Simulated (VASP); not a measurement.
Runs of VASP 6.6.1 on ScSi2. The structure is that of space group P6/mmm (No. 191), or close to it. The cells are those of the table. 

```csv
level,spin,cell,cutoff (eV),smearing,gap on the mesh (eV),pressure (GPa)
PBEsol+D3(BJ),off,"a = 3.660, b = 3.660, c = 3.870 Å, angles 90.0, 90.0, 120.0°, 3 atoms",500,fermi-dirac 0.05 eV,none,(a)
r2SCAN+D4,off,"a = 3.660, b = 3.660, c = 3.870 Å, angles 90.0, 90.0, 120.0°, 3 atoms",550,methfessel-paxton 0.1 eV,none,23.3
r2SCAN+D4,off,"a = 3.660, b = 3.660, c = 3.870 Å, angles 90.0, 90.0, 120.0°, 3 atoms",520,fermi-dirac 0.1 eV,none,(b)
r2SCAN,off,"a = 3.755, b = 3.755, c = 3.971 Å, angles 90.0, 90.0, 120.0°, 3 atoms",550,fermi-dirac 0.15 eV,none,11.3
BLYP,off,"a = 3.660, b = 3.660, c = 3.870 Å, angles 90.0, 90.0, 120.0°, 3 atoms",500,methfessel-paxton 0.15 eV,none,29.5
"b88 exchange, pbe correlation",collinear,"a = 3.660, b = 3.660, c = 3.870 Å, angles 90.0, 90.0, 120.0°, 3 atoms",500,fermi-dirac 0.05 eV,none,25.4
PBEsol+D4,off,"a = 3.984, b = 3.984, c = 3.501 Å, angles 90.0, 90.0, 120.0°, 3 atoms",520,gaussian 0.05 eV,none,0.2
```

Alike in all rows: task single point; k mesh 8 × 8 × 7.

**Question.** Estimate the missing entries.

**Answer.** (a) 16.9; (b) 23.2.

Caveats: the PAW data sets were made with another functional, which shifts forces and pressure a little; the cell stands under pressure (at least some runs).

A gap of «none» marks levels without a gap at the run's occupations.
